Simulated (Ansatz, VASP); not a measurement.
# Zr in VASP and in Ansatz

```
Zr
1.0
     0.00000    3.08699    3.08699
     3.08699    0.00000    3.08699
     3.08699    3.08699    0.00000
Zr
2
Direct
  0.12500 0.12500 0.12500
  0.87500 0.87500 0.87500
```

Alike in both runs: task single point; functional revPBE; k mesh 10 × 10 × 10; occupations fermi-dirac, width 0.1 eV; no spin polarisation.

|  | VASP | Ansatz |
| --- | --- | --- |
| version | VASP 6.6.1 | Ansatz 0.2.0 |
| potentials or method | VASP PAW PBE potentials, release 64 (Zr_sv), cutoff 520 eV | plane waves (420 eV) with PAW, scalar-relativistic |
| valence electrons in the cell | 24 | 24 |

|  | VASP | Ansatz | Ansatz less VASP |
| --- | --- | --- | --- |
| pressure (GPa) | 3.2 | 3.0 | -0.12 |

VASP's potentials were made for PBE, not for revPBE.
